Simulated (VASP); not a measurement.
Write the native input for VASP 6.6.1 that does the following.

| Quantity | Value |
| --- | --- |
| Task | single point |
| Functional | PBE |
| Potentials or basis | VASP PAW PBE potentials, release 64 (Al, P) |
| Cutoff | 500 eV |
| k mesh | 6 × 6 × 6 |
| Occupations | gaussian, width 0.01 eV |
| Spin | no spin polarisation |
| Dipole correction | no |
| Further INCAR settings | ALGO = Normal; EDIFF = 1e-06; NBANDS = 11 |

The structure of AlP lies in POSCAR:

```
AlP
1.0
    0.0000000000      2.7841709781      2.7841709781
    2.7841709781      0.0000000000      2.7841709781
    2.7841709781      2.7841709781      0.0000000000
Al P
1 1
Direct
    0.0000000000      0.0000000000      0.0000000000
    0.2500000000      0.2500000000      0.2500000000
```

This cell differs from its parent crystal: volume changed by +5%.

The input as run:

INCAR

```
ALGO = Normal ; EDIFF = 1E-6
ENCUT = 500 ; GGA = PE
GGA_COMPAT = F ; ISIF = 2
ISMEAR = 0 ; LASPH = T
LCHARG = F ; LREAL = F
LWAVE = F ; NBANDS = 11
NELM = 120 ; PREC = Accurate
SIGMA = 0.01
```

KPOINTS

```
k-points
0
Gamma
  6 6 6
```

Potentials or basis: VASP PAW PBE potentials, release 64 (Al, P).

Run with:

```console
$ cat potpaw_PBE.64/Al/POTCAR potpaw_PBE.64/P/POTCAR > POTCAR
$ mpirun -np 1 vasp_std > vasp.out
```

Results of the run:

```json
{
  "Pressure": "-2.6 GPa",
  "Band gap on the k mesh": "1.69 eV, indirect (least direct gap 2.81 eV)"
}
```

It took 9.1 s on 1 thread of Intel(R) Xeon(R) Platinum 8259CL CPU @ 2.50GHz (Skylake/Cascade Lake) (shared host), peak memory 0.15 GiB.
